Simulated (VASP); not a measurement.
# CaO: vibrations by perturbation theory with PBEsol

Crystal: CaO.

```
Ca O
1.0
     0.00000    2.35808    2.35808
     2.35808    0.00000    2.35808
     2.35808    2.35808    0.00000
Ca O
1 1
Direct
  0.00000 0.00000 0.00000
  0.50000 0.50000 0.50000
```

- Program: VASP 6.6.1
- Task: vibrations by perturbation theory
- Functional: PBEsol
- Potentials or basis: VASP PAW PBE potentials, release 64 (Ca_sv, O)
- Cutoff: 520 eV
- k mesh: 8 × 8 × 8
- Occupations: gaussian, width 0.01 eV
- Spin: no spin polarisation
- Dipole correction: no
- Further INCAR settings: ALGO = Normal; EDIFF = 1e-08; IBRION = 8; NSW = 1

```json
{
 "Electronic dielectric tensor (diagonal)": "3.88",
 "Born charges (mean of the diagonal)": "Ca +2.38; O -2.38 e",
 "Highest phonon frequency at Γ, LO-TO splitting left out": "303 cm⁻¹"
}
```

Phonon frequencies in cm⁻¹ (negative: imaginary):
```
              q point        frequencies
(0.000, 0.000, 0.000)  0 0 0 303 303 303
```

Electronic dielectric tensor:
```
3.88 0.00 0.00
0.00 3.88 0.00
0.00 0.00 3.88
```

Born effective charge tensors (e):
atom 1, Ca
```
2.38 0.00 0.00
0.00 2.38 0.00
0.00 0.00 2.38
```
atom 2, O
```
-2.38  0.00  0.00
 0.00 -2.38  0.00
 0.00  0.00 -2.38
```

Wall time 10 min on 1 thread of AMD EPYC 7R43 64-Core Processor (Zen 3), with other jobs on the host, peak memory 0.16 GiB.

Caveat: the cell wasn't relaxed at this level first, which shifts response properties.
